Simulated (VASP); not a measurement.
SnO2, 6 atoms in the cell. It takes space group Pnnm (No. 58, orthorhombic). The conventional cell has a = 4.443 Å, b = 4.560 Å, c = 3.113 Å, α = 90.00°, β = 90.00°, γ = 90.00°. Within 2.6 Å of Sn (site symmetry 2/m) lie 6 O at 1.98 to 2.01 Å. O (site symmetry m) has 3 Sn at 1.98 to 2.01 Å and 1 O at 2.54 Å within 2.6 Å. 

| Item | Value |
| --- | --- |
| Program | VASP 6.6.1 |
| Task | single point |
| Functional | PBE |
| Potentials or basis | VASP PAW PBE potentials, release 64 (Sn_d, O) |
| Cutoff | 520 eV |
| k mesh | 6 × 6 × 10 |
| Occupations | gaussian, width 0.02 eV |
| Spin | no spin polarisation |
| Dipole correction | no |
| Further INCAR settings | ALGO = Normal; EDIFF = 1e-07; NBANDS = 35 |

Potentials or basis: VASP PAW PBE potentials, release 64 (Sn_d, O).

Launch:

```console
$ cat potpaw_PBE.64/Sn_d/POTCAR potpaw_PBE.64/O/POTCAR > POTCAR
$ mpirun -np 1 vasp_std > vasp.out
```

Hardware: 1 thread of AMD EPYC 7R43 64-Core Processor (Zen 3) (shared host).

Problem. Estimate the wall time of this run.

Solution. Run time: 3.2 min on 1 thread of AMD EPYC 7R43 64-Core Processor (Zen 3), on a shared host, peak memory 0.25 GiB. Counts: scf iterations 16, k points 96.
